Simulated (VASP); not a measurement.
Set up this calculation in VASP 6.6.1, as the native input.

| Item | Value |
| --- | --- |
| Task | single point |
| Functional | PBEsol |
| Potentials or basis | VASP PAW PBE potentials, release 64 (Zn, Se) |
| Cutoff | 520 eV |
| k mesh | 7 × 5 × 1 |
| Occupations | gaussian, width 0.05 eV |
| Spin | no spin polarisation |
| Dipole correction | yes |
| Further INCAR settings | ALGO = Normal; EDIFF = 1e-06; NBANDS = 52 |

The structure of Zn5Se4 lies in POSCAR:

```
Zn5Se4
1.0
    3.9832742834      0.0000000000      0.0000000000
    0.0000000000      5.6332005142      0.0000000000
    0.0000000000      0.0000000000     24.9749114251
Zn Se
5 4
Direct
    0.5000000000      0.5000000000      0.3403415474
    0.0000000000      0.0000000000      0.4200870611
    0.5000000000      0.5037118253      0.5030939648
    0.0000000000     -0.0683226190      0.5608933426
    0.5000000000      0.9429970157      0.7107240902
    0.0000000000      0.2500000000      0.3403415474
    0.5000000000      0.7500000000      0.4200870611
    0.0000000000      0.2545580857      0.4997277091
    0.5000000000      0.7302282294      0.5860469351
```

The input as run:

INCAR

```
  ALGO = Normal
  DIPOL = 0.5 0.5 0.487
  EDIFF = 1E-6
  ENCUT = 520
  GGA = PS
  IDIPOL = 3
  ISIF = 2
  ISMEAR = 0
  LASPH = T
  LCHARG = T
  LDIPOL = T
  LELF = T
  LREAL = F
  LVACPOTAV = T
  LVHAR = T
  LWAVE = F
  NBANDS = 52
  NELM = 60
  PREC = Accurate
  SIGMA = 0.05
```

KPOINTS

```
k-points
0
Gamma
  7 5 1
```

Potentials or basis: VASP PAW PBE potentials, release 64 (Zn, Se).

Run with:

```console
$ cat potpaw_PBE.64/Zn/POTCAR potpaw_PBE.64/Se/POTCAR > POTCAR
$ mpirun -np 1 vasp_std > vasp.out
```

Results of the run:

```yaml
Largest_force: 1.477 eV/Å
Band_gap_on_the_k_mesh: 1.04 eV (least direct gap 1.42 eV)
```

Caveat: the PAW data sets were made with another functional, which shifts forces and pressure a little.

It took 14 min on 1 thread of Oxide Virtual Turin-like Processor (shared host), peak memory 0.63 GiB.
